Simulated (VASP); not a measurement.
Runs of VASP 6.6.1 on Ta2C. It takes space group P-3m1 (No. 164, trigonal). Conventional cell: a = 3.106 Å, b = 3.106 Å, c = 4.946 Å, α = 90.00°, β = 90.00°, γ = 120.00°. Within 2.9 Å of Ta (site symmetry 3m) lie 3 C at 2.18 Å. C (site symmetry -3m) has 6 Ta at 2.18 Å within 2.9 Å. 

```tsv
k mesh	gap on the mesh (eV)	pressure (GPa)	largest force (eV/Å)
3 × 3 × 1	none	0.1	0.94
9 × 9 × 6	none	2.0	0.31
9 × 9 × 4	none	(a)	0.28
6 × 6 × 4	none	1.8	(b)
3 × 3 × 2	none	2.1	0.32
```

Alike in all rows: task single point; level r2SCAN; potentials or basis VASP PAW PBE potentials, release 64 (Ta_pv, C); no spin polarisation; cell as given; cutoff (eV) 520; smearing gaussian 0.1 eV.

Fill in the values left out.

(a) 1.9; (b) 0.50.

Caveats: some runs use coarse meshes; the PAW data sets were made with another functional, which shifts forces and pressure a little; spin-orbit coupling is left out, which moves the levels of the heavy elements.

A k mesh can miss the band edges, and the runs leave out spin-orbit coupling on Ta.

A gap of «none» marks levels without a gap at the run's occupations.
